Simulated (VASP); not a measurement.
Write the native input for VASP 6.6.1 that does the following.

* Task: single point
* Functional: PBE
* Potentials or basis: VASP PAW PBE potentials, release 64 (Ti_sv, Si)
* Cutoff: 520 eV
* k mesh: 7 × 7 × 7
* Occupations: fermi-dirac, width 0.05 eV
* Spin: no spin polarisation
* Dipole correction: no
* Further INCAR settings: ALGO = Normal; EDIFF = 1e-06; NBANDS = 29

The structure of TiSi2 lies in POSCAR:

```
TiSi2
1.0
    0.0000000000      4.1717003661      4.3189950295
    2.4209565065      0.0000000000      4.3189950295
    2.4209565065      4.1717003661      0.0000000000
Ti Si
2 4
Direct
    0.7500000000      0.7500000000      0.7500000000
    0.5000000000      0.5000000000      0.5000000000
    0.4125656100      0.0874343900      0.4125656100
    0.0874343900      0.4125656100      0.0874343900
    0.1625656100      0.8374343900      0.1625656100
    0.8374343900      0.1625656100      0.8374343900
```

This cell differs from its parent crystal: volume scaled by 1.04.

The input as run:

INCAR

```
  ALGO = Normal
  EDIFF = 1E-6
  ENCUT = 520
  GGA = PE
  ISIF = 2
  ISMEAR = -1
  LASPH = True
  LCHARG = False
  LREAL = False
  LWAVE = False
  NBANDS = 29
  NELM = 100
  PREC = Accurate
  SIGMA = 0.05
```

KPOINTS

```
k-points
0
Gamma
  7 7 7
```

Potentials or basis: VASP PAW PBE potentials, release 64 (Ti_sv, Si).

The run is started by

```bash
$ cat potpaw_PBE.64/Ti_sv/POTCAR potpaw_PBE.64/Si/POTCAR > POTCAR
$ mpirun -np 1 vasp_std > vasp.out
```

Results of the run:

```json
{
 "Pressure": "-3.4 GPa",
 "Band gap on the k mesh": "zero (band 20 reaches 10.40 eV, above the bottom of band 21 at 8.65 eV)"
}
```

Run time: 3.7 min on 1 thread of Intel(R) Xeon(R) 6975P-C (Granite Rapids) (shared host), peak memory 0.32 GiB.
